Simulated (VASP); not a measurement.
Runs of VASP 6.6.1 on Au. The structure is that of space group P6_3/mmc (No. 194), or close to it. The cells are those of the table. 

```csv
cell,k mesh,gap on the mesh (eV),pressure (GPa)
"a = 2.794, b = 2.794, c = 4.681 Å, angles 90.0, 90.0, 120.0°, 2 atoms",14 × 14 × 7,none,25.6
"a = 2.916, b = 2.916, c = 4.885 Å, angles 90.0, 90.0, 120.0°, 2 atoms",20 × 20 × 11,none,0.0
"a = 2.836, b = 2.836, c = 4.751 Å, angles 90.0, 90.0, 120.0°, 2 atoms",14 × 14 × 7,none,14.7
"a = 2.954, b = 2.954, c = 4.949 Å, angles 90.0, 90.0, 120.0°, 2 atoms",14 × 14 × 7,none,-4.7
"a = 3.028, b = 3.028, c = 5.073 Å, angles 90.0, 90.0, 120.0°, 2 atoms",14 × 14 × 7,none,-11.1
"a = 2.991, b = 2.991, c = 5.012 Å, angles 90.0, 90.0, 120.0°, 2 atoms",14 × 14 × 7,none,(a)
"a = 2.916, b = 2.916, c = 4.885 Å, angles 90.0, 90.0, 120.0°, 2 atoms",14 × 14 × 7,none,(b)
"a = 2.876, b = 2.876, c = 4.819 Å, angles 90.0, 90.0, 120.0°, 2 atoms",14 × 14 × 7,none,6.4
"a = 2.916, b = 2.916, c = 4.885 Å, angles 90.0, 90.0, 120.0°, 2 atoms",6 × 6 × 4,none,0.6
```

Alike in all rows: task single point; level PBE; potentials or basis VASP PAW PBE potentials, release 64 (Au); no spin polarisation; cutoff (eV) 520; smearing fermi-dirac 0.1 eV.

Q: Fill in the values left out.

A: (a) -8.3; (b) 0.1.

Caveats: some runs use coarse meshes; spin-orbit coupling is left out, which moves the levels of the heavy elements.

A k mesh can miss the band edges, and the runs leave out spin-orbit coupling on Au.

A gap of «none» marks levels without a gap at the run's occupations.
